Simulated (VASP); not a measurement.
# Te2Mo (P6_3/mmc) in VASP: a series of runs

Te2Mo is run at these levels: r2SCAN; tasks: single point.

All numbers are computed with VASP 6.6.1; they aren't measurements. Logs are shortened: lines on timing, memory, paths and dates and some standing lists are left out, and cuts for length are marked.

**1. The cell of the first run**

The structure is hexagonal, space group P6_3/mmc (No. 194). The conventional cell has a = 3.706 Å, b = 3.706 Å, c = 14.378 Å, α = 90.00°, β = 90.00°, γ = 120.00°. Te (site symmetry 3m) has 3 Mo at 2.76 Å and 7 Te at 3.48 to 3.71 Å within 3.8 Å. Mo (site symmetry -6m2) has 6 Te at 2.76 Å and 6 Mo at 3.71 Å within 3.8 Å.

**2. Single point, r2SCAN (biaxial strain in the a-b plane: +4.0 %)**

POSCAR reads:

```
Te2Mo
1.0
    3.7057833758      0.0000000000      0.0000000000
   -1.8528916879      3.2093025443      0.0000000000
    0.0000000000      0.0000000000     14.3783205350
Te Mo
4 2
Direct
    0.3333333333      0.6666666667      0.6288585349
    0.6666666667      0.3333333333      0.1288585349
    0.6666666667      0.3333333333      0.3711414651
    0.3333333333      0.6666666667      0.8711414651
    0.3333333333      0.6666666667      0.2500000000
    0.6666666667      0.3333333333      0.7500000000
```

INCAR.step1 reads:

```
  PREC = Accurate
  ENCUT = 520
  ISMEAR = 0
  SIGMA = 0.02
  LREAL = F
  LASPH = T
  NELM = 100
  NBANDS = 35
  GGA = PE
  ALGO = Normal
  EDIFF = 1E-4
  LWAVE = T
  LCHARG = F
```

INCAR.step2 reads:

```
  PREC = Accurate
  ENCUT = 520
  EDIFF = 1E-7
  ISMEAR = 0
  SIGMA = 0.02
  LREAL = F
  LASPH = T
  NELM = 100
  ALGO = Normal
  ISIF = 2
  LWAVE = F
  LCHARG = T
  METAGGA = R2SCAN
  LMIXTAU = T
  LELF = T
  LVHAR = T
  NBANDS = 35
  ISTART = 1
```

KPOINTS reads:

```
Automatic mesh
0
Gamma
  12 12 2
```

Potentials or basis: VASP PAW PBE potentials, release 64 (Te, Mo_sv).

The run is started by

```bash
> cat potpaw_PBE.64/Te/POTCAR potpaw_PBE.64/Mo_sv/POTCAR > POTCAR
> cp INCAR.step1 INCAR
> mpirun -np 1 vasp_std > vasp.out
> cp INCAR.step2 INCAR
> mpirun -np 1 vasp_std > vasp.out
```

OUTCAR:

```text
PREC = Accurate
   ENCUT = 520
   EDIFF = 1E-7
   ISMEAR = 0
   LREAL = F
   LASPH = T
   NELM = 100
   ISIF = 2
   METAGGA = R2SCAN
   ISTART = 1

 ion  position               nearest neighbor table
   1  0.333  0.667  0.629-   6 2.76   6 2.76   6 2.76   4 3.48
   2  0.667  0.333  0.129-   5 2.76   5 2.76   5 2.76   3 3.48
   3  0.667  0.333  0.371-   5 2.76   5 2.76   5 2.76   2 3.48
   4  0.333  0.667  0.871-   6 2.76   6 2.76   6 2.76   1 3.48
   5  0.333  0.667  0.250-   2 2.76   3 2.76   2 2.76   3 2.76   2 2.76   3 2.76
   6  0.667  0.333  0.750-   1 2.76   4 2.76   1 2.76   4 2.76   1 2.76   4 2.76

  LATTYP: Found a hexagonal cell.
 ALAT       =     3.7057833758
 C/A-ratio  =     3.8799678980

  Lattice vectors:

 A1 = (   3.7057833758,   0.0000000000,   0.0000000000)
 A2 = (  -1.8528916879,   3.2093025443,   0.0000000000)
 A3 = (   0.0000000000,   0.0000000000,  14.3783205350)

Analysis of symmetry for initial positions (statically):
=====================================================================
 Subroutine PRICEL returns:
 Original cell was already a primitive cell.

 Routine SETGRP: Setting up the symmetry group for a
 hexagonal supercell.

 Subroutine GETGRP returns: Found 24 space group operations
 (whereof 12 operations were pure point group operations)
 out of a pool of 24 trial point group operations.

The static configuration has the point symmetry D_3d.
 The point group associated with its full space group is D_6h.

Analysis of symmetry for dynamics (positions and initial velocities):
=====================================================================
 Subroutine PRICEL returns:
 Original cell was already a primitive cell.

 Routine SETGRP: Setting up the symmetry group for a
 hexagonal supercell.

 Subroutine GETGRP returns: Found 24 space group operations
 (whereof 12 operations were pure point group operations)
 out of a pool of 24 trial point group operations.

The dynamic configuration has the point symmetry D_3d.
 The point group associated with its full space group is D_6h.

 Subroutine INISYM returns: Found 24 space group operations
 (whereof 12 operations are pure point group operations),
 and found     1 'primitive' translations

----------------------------------------------------------------------------------------

                                     Primitive cell

  volume of cell :     171.0011

  direct lattice vectors                    reciprocal lattice vectors
     3.705783376  0.000000000  0.000000000     0.269848477  0.155797091  0.000000000
    -1.852891688  3.209302544  0.000000000     0.000000000  0.311594182  0.000000000
     0.000000000  0.000000000 14.378320535     0.000000000  0.000000000  0.069549152

  length of vectors
     3.705783376  3.705783376 14.378320535     0.311594182  0.311594182  0.069549152

  position of ions in fractional coordinates (direct lattice)
     0.333333333  0.666666667  0.628858535
     0.666666667  0.333333333  0.128858535
     0.666666667  0.333333333  0.371141465
     0.333333333  0.666666667  0.871141465
     0.333333333  0.666666667  0.250000000
     0.666666667  0.333333333  0.750000000

  ion indices of the primitive-cell ions
   primitive index   ion index
                 1           1
                 2           2
                 3           3
                 4           4
                 5           5
                 6           6

----------------------------------------------------------------------------------------

 KPOINTS: Automatic mesh

Automatic generation of k-mesh.
 Grid dimensions read from file:
 generate k-points for:   12   12    2

 Generating k-lattice:

  Cartesian coordinates                     Fractional coordinates (reciprocal lattice)
     0.022487373  0.012983091  0.000000000     0.083333333  0.000000000  0.000000000
     0.000000000  0.025966182  0.000000000     0.000000000  0.083333333  0.000000000
     0.000000000  0.000000000  0.034774576     0.000000000  0.000000000  0.500000000

  Length of vectors
     0.025966182  0.025966182  0.034774576

  Shift w.r.t. Gamma in fractional coordinates (k-lattice)
     0.000000000  0.000000000  0.000000000

 Subroutine IBZKPT returns following result:
 ===========================================

 Found     38 irreducible k-points:

 Following reciprocal coordinates:
            Coordinates               Weight
  0.000000  0.000000  0.000000      1.000000
  0.083333 -0.000000  0.000000      6.000000
  0.166667 -0.000000  0.000000      6.000000
  0.250000  0.000000  0.000000      6.000000
  0.333333  0.000000  0.000000      6.000000
  0.416667 -0.000000  0.000000      6.000000
[... 16 lines left out ...]
  0.250000  0.000000  0.500000      6.000000
  0.333333  0.000000  0.500000      6.000000
 [... further k-points ...]
   k-points           NKPTS =     38   k-points in BZ     NKDIM =     38   number of bands    NBANDS=     35
   number of dos      NEDOS =    301   number of ions     NIONS =      6
   total plane-waves  NPLWV =  84672
   dimension x,y,z NGX =    28 NGY =   28 NGZ =  108
   dimension x,y,z NGXF=    56 NGYF=   56 NGZF=  216
   ions per type =               4   2
   NGX,Y,Z   is equivalent  to a cutoff of  12.56, 12.56, 12.49 a.u.
   NGXF,Y,Z  is equivalent  to a cutoff of  25.12, 25.12, 24.97 a.u.
 SYSTEM =  unknown system
   PREC   = accura    normal or accurate (medium, high low for compatibility)
   ISTART =      1    job   : 0-new  1-cont  2-samecut
   ICHARG =      0    charge: 1-file 2-atom 10-const
   ISPIN  =      1    spin polarized calculation?
   LNONCOLLINEAR =      F non collinear calculations
   LSORBIT =      F    spin-orbit coupling
   LASPH  =      T    aspherical Exc in radial PAW
   ENCUT  =  520.0 eV  38.22 Ry    6.18 a.u.   6.89  6.89 26.73*2*pi/ulx,y,z
   NELM   =    100;   NELMIN=  2; NELMDL=  0     # of ELM steps
   EDIFF  = 0.1E-06   stopping-criterion for ELM
   LREAL  =      F    real-space projection
   EDIFFG = 0.1E-05   stopping-criterion for IOM
   NSW    =      0    number of steps for IOM
   IBRION =     -1    ionic relax: 0-MD 1-quasi-New 2-CG
   NFREE  =      0    steps in history (QN), initial steepest desc. (CG)
   ISIF   =      2    stress and relaxation
   ISYM   =      2    0-nonsym 1-usesym 2-fastsym
   POTIM  = 0.5000    time-step for ionic-motion
   TEBEG  =    0.0;   TEEND  =   0.0 temperature during run
   PSTRESS=    0.0 pullay stress
   NELECT =      52.0000    total number of electrons
   NUPDOWN=      -1.0000    fix difference up-down
   EMIN   =  10.00;   EMAX   =-10.00  energy-range for DOS
   EFERMI =   0.00;   METHOD = LEGACY
   ISMEAR =     0;   SIGMA  =   0.02  broadening in eV -4-tet -1-fermi 0-gaus
   EFERMI_NEDOS =   21; number of points for ismear=-14 and -15
   IALGO  =     38    algorithm
   IMIX   =      4    mixing-type and parameters
     AMIX     =   0.40;   BMIX     =  1.00
     AMIX_MAG =   1.60;   BMIX_MAG =  1.00
  volume/ion in A,a.u.               =      28.50       192.33
  Fermi-wavevector in a.u.,A,eV,Ry     =   1.100888  2.080376 16.489630  1.211954
  Thomas-Fermi vector in A             =   2.237306
   LORBIT       =      0    0 simple, 1 ext, 2 COOP (PROOUT), +10 PAW based schemes
   METAGGA = R2SCAN    functional components
   LHFCALC =     F    Hartree Fock is set to
   AEXX    =    0.0000 exact exchange contribution
   IVDW    =     0    specifies the selected vdW correction
   LEPSILON=     F    determine dielectric tensor
   LRPA    =     F    only Hartree local field effects (RPA)
 non-spin polarized calculation
 Gauss-broadening in eV      SIGMA  =   0.02
  energy-cutoff  :      520.00
  volume of cell :      171.00
 maximum number of plane-waves:      4629
 NGX is ok and might be reduce to    28
   NGX = 13   NGY = 13   NGZ = 53

 number of electron      52.0000005 magnetization

 Free energy of the ion-electron system (eV)
  ---------------------------------------------------
  ext. energy  EPLUGINS =         0.00000000
  ---------------------------------------------------
  free energy    TOTEN  =      -155.44954292 eV

  energy without entropy =     -155.44954292  energy(sigma->0) =     -155.44954292

 E-fermi :   6.8143     XC(G=0): -10.2509

 val. band max:        6.6190435909   @ k =   0.0000   0.0000   0.0000
 cond. band min:       7.0100248356   @ k =   0.3333   0.3333   0.0000
 fundamental gap:      0.3909812448
 Fermi energy:         6.8142962896

 k-point     1 :       0.0000    0.0000    0.0000
  band No.  band energies     occupation
      1     -56.4861      2.00000
      2     -56.4861      2.00000
      3     -29.8480      2.00000
      4     -29.8480      2.00000
      5     -29.8480      2.00000
      6     -29.8480      2.00000
[... 27 lines left out ...]
     34       9.4223      0.00000
     35      11.8571      0.00000

 k-point     2 :       0.0833   -0.0000    0.0000
  band No.  band energies     occupation
      1     -56.4858      2.00000
      2     -56.4858      2.00000
      3     -29.8535      2.00000
      4     -29.8535      2.00000
      5     -29.8492      2.00000
      6     -29.8492      2.00000
[... 27 lines left out ...]
     34       9.2503      0.00000
     35      12.3067      0.00000

 k-point     3 :       0.1667   -0.0000    0.0000
  band No.  band energies     occupation
      1     -56.4848      2.00000
      2     -56.4848      2.00000
      3     -29.8684      2.00000
      4     -29.8684      2.00000
      5     -29.8527      2.00000
      6     -29.8527      2.00000
[... 27 lines left out ...]
     34       9.4397      0.00000
     35      12.8757      0.00000
[... 723 lines left out ...]
 k-point    23 :       0.2500    0.0000    0.5000
  band No.  band energies     occupation
      1     -56.4835      2.00000
      2     -56.4835      2.00000
      3     -29.8888      2.00000
      4     -29.8888      2.00000
      5     -29.8574      2.00000
      6     -29.8574      2.00000
[... 27 lines left out ...]
     34       9.5999      0.00000
     35      12.8498      0.00000

 k-point    24 :       0.3333    0.0000    0.5000
  band No.  band energies     occupation
      1     -56.4821      2.00000
      2     -56.4821      2.00000
      3     -29.9091      2.00000
      4     -29.9091      2.00000
      5     -29.8622      2.00000
      6     -29.8622      2.00000
[... 27 lines left out ...]
     34       9.7729      0.00000
     35      11.8312      0.00000

 [... further k-points ...]

------------------------ aborting loop because EDIFF is reached ----------------------------------------

  FORCE on cell =-STRESS in cart. coord.  units (eV):
  Direction    XX          YY          ZZ          XY          YZ          ZX
  --------------------------------------------------------------------------------------
  -------------------------------------------------------------------------------------
  Total       -5.4200138     -5.4200138      0.2379727      0.0000000     -0.0000000      0.0000000
  in kB      -50.7822712    -50.7822712      2.2296615      0.0000000     -0.0000000      0.0000000
  external PRESSURE =     -33.1116270 kB  Pullay stress =       0.0000000 kB

 VOLUME and BASIS-vectors are now :
 -----------------------------------------------------------------------------
  energy-cutoff  :      520.00
  volume of cell :      171.00
      direct lattice vectors                 reciprocal lattice vectors
     3.705783376  0.000000000  0.000000000     0.269848477  0.155797091  0.000000000
    -1.852891688  3.209302544  0.000000000     0.000000000  0.311594182  0.000000000
     0.000000000  0.000000000 14.378320535     0.000000000  0.000000000  0.069549152

 POSITION                                       TOTAL-FORCE (eV/Angst)
 -----------------------------------------------------------------------------------
     -0.00000      2.13954      9.04193         0.000000     -0.000000     -0.028753
      1.85289      1.06977      1.85277        -0.000000     -0.000000     -0.028753
      1.85289      1.06977      5.33639        -0.000000     -0.000000      0.028753
     -0.00000      2.13954     12.52555        -0.000000     -0.000000      0.028753
     -0.00000      2.13954      3.59458         0.000000     -0.000000      0.000000
      1.85289      1.06977     10.78374        -0.000000      0.000000      0.000000
 -----------------------------------------------------------------------------------
    total drift:                               -0.000000      0.000000     -0.000000

  FREE ENERGIE OF THE ION-ELECTRON SYSTEM (eV)
  ---------------------------------------------------
  free  energy   TOTEN  =      -155.4495429189 eV

  energy  without entropy=     -155.4495429189  energy(sigma->0) =     -155.44954292
```

It took 17 min on 1 thread of Oxide Virtual Turin-like, shared host; peak memory 0.4 GiB.

What came out:

```
Free energy            : -155.4495 eV
Pressure               : -3.3 GPa
Largest force          : 0.029 eV/Å
Band gap on the k mesh : 0.39 eV (least direct gap 0.80 eV)
```

Forces in eV/Å, atoms in the order of the input:
```
Te   0.000  0.000 -0.029
Te   0.000  0.000 -0.029
Te   0.000  0.000  0.029
Te   0.000  0.000  0.029
Mo   0.000  0.000  0.000
Mo   0.000  0.000  0.000
```

Stress tensor (GPa, compression positive):
```
-5.08  0.00  0.00
 0.00 -5.08  0.00
 0.00  0.00  0.22
```

Levels at points of the mesh, in eV from the valence-band top:
```tsv
k point	band 23	band 24	band 25	band 26	band 27	band 28	band 29	band 30
(0.00, 0.00, 0.00)	-1.57	-0.71	-0.43	0.00	2.36	2.36	2.43	2.43
(0.50, 0.00, 0.00)	-1.29	-1.14	-1.05	-0.97	0.78	0.83	1.09	1.20
(0.00, 0.00, 0.50)	-1.58	-1.58	-0.09	-0.09	2.39	2.39	2.39	2.39
(0.50, 0.00, 0.50)	-1.21	-1.21	-1.00	-1.00	0.80	0.80	1.15	1.15
```

Caveat: the cell differs from its parent crystal (biaxial strain in the a-b plane: +4.0 %); the stress differs along the axes, from -5 to 0 GPa; semilocal functionals underestimate gaps, and a narrow one can read as zero; the PAW data sets were made with another functional, which shifts forces and pressure a little; spin-orbit coupling is left out, which moves the levels of the heavy elements.

**3. Single point, r2SCAN (biaxial strain in the a-b plane: +4.0 %, then relaxed in part)**

POSCAR reads:

```
Te2Mo
1.0
    3.7057833758      0.0000000000      0.0000000000
   -1.8528916879      3.2093025443      0.0000000000
    0.0000000000      0.0000000000     14.4221186419
Te Mo
4 2
Direct
    0.3333333333      0.6666666667      0.6292030743
    0.6666666667      0.3333333333      0.1292030743
    0.6666666667      0.3333333333      0.3707969257
    0.3333333333      0.6666666667      0.8707969257
    0.3333333333      0.6666666667      0.2500000000
    0.6666666667      0.3333333333      0.7500000000
```

INCAR.step1 reads:

```
SYSTEM = Te2Mo
PREC     = Accurate       ! precision mode
ENCUT    = 520            ! plane-wave cutoff, eV
ISMEAR   = 0              ! smearing method
SIGMA    = 0.02           ! smearing width, eV
LREAL    = .FALSE.        ! projectors in reciprocal space
LASPH    = .TRUE.         ! aspherical terms in the spheres
NELM     = 60             ! most SCF steps
NBANDS   = 35             ! bands
GGA      = PE             ! functional
ALGO     = Normal         ! electronic algorithm
EDIFF    = 1E-4           ! SCF threshold, eV
LWAVE    = .TRUE.         ! write WAVECAR
LCHARG   = .FALSE.        ! write CHGCAR
```

INCAR.step2 reads:

```
SYSTEM = Te2Mo
PREC     = Accurate       ! precision mode
ENCUT    = 520            ! plane-wave cutoff, eV
EDIFF    = 1E-6           ! SCF threshold, eV
ISMEAR   = 0              ! smearing method
SIGMA    = 0.02           ! smearing width, eV
LREAL    = .FALSE.        ! projectors in reciprocal space
LASPH    = .TRUE.         ! aspherical terms in the spheres
NELM     = 60             ! most SCF steps
ALGO     = Normal         ! electronic algorithm
ISIF     = 2              ! what is computed and relaxed
LWAVE    = .FALSE.        ! write WAVECAR
LCHARG   = .FALSE.        ! write CHGCAR
METAGGA  = R2SCAN         ! meta-GGA
LMIXTAU  = .TRUE.       
NBANDS   = 35             ! bands
ISTART   = 1
```

KPOINTS reads:

```
regular mesh
0
G
  12 12 2
  0 0 0
```

Potentials or basis: VASP PAW PBE potentials, release 64 (Te, Mo_sv).

The run is started by

```bash
> cat potpaw_PBE.64/Te/POTCAR potpaw_PBE.64/Mo_sv/POTCAR > POTCAR
> cp INCAR.step1 INCAR
> mpirun -np 1 vasp_std > vasp.out
> cp INCAR.step2 INCAR
> mpirun -np 1 vasp_std > vasp.out
```

Wall time 17 min (1 thread of Oxide Virtual Turin-like, shared host); peak memory 0.39 GiB.

The run converged. Its results:

```yaml
Free_energy: -155.4497 eV
Pressure: -3.3 GPa
Largest_force: 0.027 eV/Å
Band_gap_on_the_k_mesh: 0.40 eV (least direct gap 0.80 eV)
```

Forces in eV/Å, atoms in the order of the input:
```
Te   0.000  0.000 -0.027
Te   0.000  0.000 -0.027
Te   0.000  0.000  0.027
Te   0.000  0.000  0.027
Mo   0.000  0.000  0.000
Mo   0.000  0.000  0.000
```

Stress tensor (GPa, compression positive):
```
-5.08  0.00  0.00
 0.00 -5.08  0.00
 0.00  0.00  0.15
```

Levels at points of the mesh, in eV from the valence-band top:
| k point | band 23 | band 24 | band 25 | band 26 | band 27 | band 28 | band 29 | band 30 |
| --- | --- | --- | --- | --- | --- | --- | --- | --- |
| (0.00, 0.00, 0.00) | -1.56 | -0.70 | -0.44 | 0.00 | 2.37 | 2.37 | 2.44 | 2.44 |
| (0.50, 0.00, 0.00) | -1.27 | -1.14 | -1.04 | -0.96 | 0.79 | 0.84 | 1.10 | 1.21 |
| (0.00, 0.00, 0.50) | -1.57 | -1.57 | -0.09 | -0.09 | 2.40 | 2.40 | 2.40 | 2.40 |
| (0.50, 0.00, 0.50) | -1.20 | -1.20 | -0.99 | -0.99 | 0.81 | 0.81 | 1.16 | 1.16 |

Caveat: the cell differs from its parent crystal (biaxial strain in the a-b plane: +4.0 %, then relaxed in part); the stress differs along the axes, from -5 to 0 GPa; semilocal functionals underestimate gaps, and a narrow one can read as zero; the PAW data sets were made with another functional, which shifts forces and pressure a little; spin-orbit coupling is left out, which moves the levels of the heavy elements. A k mesh can miss the band edges.

(Continued in part 2 of 2.)
